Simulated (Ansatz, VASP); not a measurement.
## MgS: VASP beside Ansatz

```xyz
2
Lattice="0.0000 2.6016 2.5756 2.6016 0.0000 2.5756 2.6016 2.6016 0.0000" Properties=species:S:1:pos:R:3 pbc="T T T"
Mg    0.0000    0.0000    0.0000
S     2.6016    2.6016    2.5756
```

Change from the starting cell: zz strain of -1 %.

Alike in both runs: task single point; functional LDA; k mesh 8 × 8 × 8; occupations fermi-dirac, width 0.01 eV; no spin polarisation.

```csv
,VASP,Ansatz
version,VASP 6.6.1,Ansatz 0.2.0
potentials or method,"VASP PAW LDA potentials, release 64 (Mg, S), cutoff 520 eV","all-electron LAPW, scalar-relativistic"
```

```csv
,VASP,Ansatz,Ansatz less VASP
gap on the k mesh at the Fermi level (eV),2.53,2.53,+0.003
pressure (GPa),-3.1,-2.5,+0.60
"traceless stress, the component that is largest in VASP (GPa)",0.68,0.69,+0.002
```

LDA's correlation is that of Perdew and Zunger in VASP and of Perdew and Wang (1992) in Ansatz. Ansatz ran all-electron here, and VASP with PAW potentials.
